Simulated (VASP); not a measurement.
Input of a VASP 6.6.1 run:

The input INCAR:

```
SYSTEM = Bi2S3
  ALGO = Normal
  EDIFF = 1E-6
  ENCUT = 520
  GGA = PE
  ISIF = 2
  ISMEAR = -1
  LASPH = .True.
  LCHARG = .True.
  LELF = .True.
  LREAL = Auto
  LVHAR = .True.
  LWAVE = .False.
  NBANDS = 112
  NELM = 80
  PREC = Accurate
  SIGMA = 0.02
```

KPOINTS

```
k-points
0
Gamma
  2 6 2
  0 0 0
```

File POSCAR:

```
Bi2S3
1.0
   11.3553380527      0.0000000000      0.0000000000
    0.0000000000      3.9860550068      0.0000000000
    0.0000000000      0.0000000000     11.0782430777
Bi S
8 12
Direct
    0.0132803740      0.2500000000      0.3255700658
    0.9867196260      0.7500000000      0.6744299342
    0.4867196260      0.7500000000      0.8255700658
    0.5132803740      0.2500000000      0.1744299342
    0.1608644016      0.7500000000      0.0326993616
    0.8391355984      0.2500000000      0.9673006384
    0.3391355984      0.2500000000      0.5326993616
    0.6608644016      0.7500000000      0.4673006384
    0.4509192825      0.7500000000      0.3714312526
    0.5490807175      0.2500000000      0.6285687474
    0.0490807175      0.2500000000      0.8714312526
    0.9509192825      0.7500000000      0.1285687474
    0.1216406767      0.7500000000      0.4426542110
    0.8783593233      0.2500000000      0.5573457890
    0.3783593233      0.2500000000      0.9426542110
    0.6216406767      0.7500000000      0.0573457890
    0.7141493456      0.2500000000      0.3066907802
    0.2858506544      0.7500000000      0.6933092198
    0.7858506544      0.7500000000      0.8066907802
    0.2141493456      0.2500000000      0.1933092198
```

Potentials or basis: VASP PAW PBE potentials, release 64 (Bi_d, S).

Command:

```sh
$ cat potpaw_PBE.64/Bi_d/POTCAR potpaw_PBE.64/S/POTCAR > POTCAR
$ mpirun -np 1 vasp_std > vasp.out
```

Estimate the pressure.

2.1 GPa.

Predict the band gap on the k mesh.

1.42 eV (least direct gap 1.51 eV).

Predict the largest force.

0.172 eV/Å.

Forces on the atoms (eV/Å):
```
Bi  -0.163  0.000 -0.057
Bi   0.163  0.000  0.057
Bi   0.163  0.000 -0.057
Bi  -0.163  0.000  0.057
Bi   0.084  0.000 -0.119
Bi  -0.084  0.000  0.119
Bi  -0.084  0.000 -0.119
Bi   0.084  0.000  0.119
S   -0.099  0.000 -0.075
S    0.099  0.000  0.075
S    0.099  0.000 -0.075
S   -0.099  0.000  0.075
S    0.118  0.000  0.102
S   -0.118  0.000 -0.102
S   -0.118  0.000  0.102
S    0.118  0.000 -0.102
S    0.125  0.000 -0.022
S   -0.125  0.000  0.022
S   -0.125  0.000 -0.022
S    0.125  0.000  0.022
```

Caveat: spin-orbit coupling is left out, which moves the levels of the heavy elements. A k mesh can miss the band edges.
